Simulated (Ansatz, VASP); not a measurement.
# Two plane-wave programs on MnS

File INCAR:

```
ALGO = Normal
EDIFF = 1E-6
ENCUT = 520
GGA = CA
ISIF = 2
ISMEAR = 0
LASPH = True
LCHARG = True
LELF = True
LREAL = False
LVHAR = True
LWAVE = False
NBANDS = 16
NELM = 100
PREC = Accurate
SIGMA = 0.2
```

Contents of KPOINTS:

```
k-points
0
Gamma
  14 14 14
```

File POSCAR:

```
MnS
1.0
    0.0000000000      2.4506076538      2.4506076538
    2.4506076538      0.0000000000      2.4506076538
    2.4506076538      2.4506076538      0.0000000000
Mn S
1 1
Direct
    0.0000000000      0.0000000000      0.0000000000
    0.7500000000      0.7500000000      0.7500000000
```

Input for Ansatz:

```yaml
crystal:
  lattice:
    - [0.0, 2.4506076538, 2.4506076538]
    - [2.4506076538, 0.0, 2.4506076538]
    - [2.4506076538, 2.4506076538, 0.0]
  atoms:
    - { symbol: Mn, position: [0.0, 0.0, 0.0] }
    - { symbol: S, position: [0.75, 0.75, 0.75] }
basis:
  ecutwfc: 420
kpoints:
  mp_grid: { grid: [14, 14, 14] }
hamiltonian:
  xc: lda
scf:
  occupations: { method: gaussian, width: 0.2 }
output:
  forces: true
  stress: true
  eigenvalues: true
```

Alike in both runs: task single point; functional LDA; k mesh 14 × 14 × 14; occupations gaussian, width 0.2 eV; no spin polarisation.

|  | VASP | Ansatz |
| --- | --- | --- |
| version | VASP 6.6.1 | Ansatz 0.2.0 |
| potentials or method | VASP PAW LDA potentials, release 64 (Mn_pv, S), cutoff 520 eV | scalar-relativistic, plane waves, PAW |
| valence electrons in the cell | 19 | 21 |

```csv
,VASP,Ansatz,Ansatz less VASP
gap on the k mesh at the Fermi level (eV),none,none,-
pressure (GPa),-2.8,-3.1,-0.25
```

LDA's correlation is that of Perdew and Zunger in VASP and of Perdew and Wang (1992) in Ansatz. A gap of «none» marks a metal or a gap that the smearing closes. VASP's potentials hold 19 valence electrons a cell and Ansatz's 21, so a difference there can come from the potentials and not from the codes.
